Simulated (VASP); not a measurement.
**P: single point with PBE**

P:

```xyz
4
Lattice="1.6550 -5.2500 0.0000 1.6550 5.2500 0.0000 0.0000 0.0000 4.3800" Properties=species:S:1:pos:R:3 pbc="T T T"
P     1.6550    4.2210    3.9858
P     1.6550   -1.0290    2.5842
P     1.6550   -4.2210    0.3942
P     1.6550    1.0290    1.7958
```

```
Program                : VASP 6.6.1
Task                   : single point
Functional             : PBE
Potentials or basis    : VASP PAW PBE potentials, release 64 (P)
Cutoff                 : 520 eV
k mesh                 : 13 × 13 × 9
Occupations            : fermi-dirac, width 0.05 eV
Spin                   : no spin polarisation
Dipole correction      : no
Further INCAR settings : ALGO = Normal; EDIFF = 1e-06; NBANDS = 18
```

The pressure is 5.9 GPa. The largest force is 0.962 eV/Å and the band gap on the k mesh is 0.10 eV (least direct gap 0.11 eV).

Forces on the atoms (eV/Å):
```
P    0.000 -0.501  0.821
P    0.000 -0.501 -0.821
P    0.000  0.501 -0.821
P    0.000  0.501  0.821
```

Stress tensor (GPa, compression positive):
```
4.24 0.00 0.00
0.00 6.04 0.00
0.00 0.00 7.45
```

Levels at points of the mesh, in eV from the valence-band top:
```
           k point  band 7  band 8  band 9  band 10  band 11  band 12  band 13  band 14
(0.00, 0.00, 0.00)   -4.70   -3.18   -2.94    -1.41     0.50     0.52     1.41     2.75
```

It took 3.7 min on 1 thread of Intel Xeon 6975P-C, on a shared host, peak memory 0.39 GiB.

Caveat: the cell stands under pressure. A k mesh can miss the band edges.
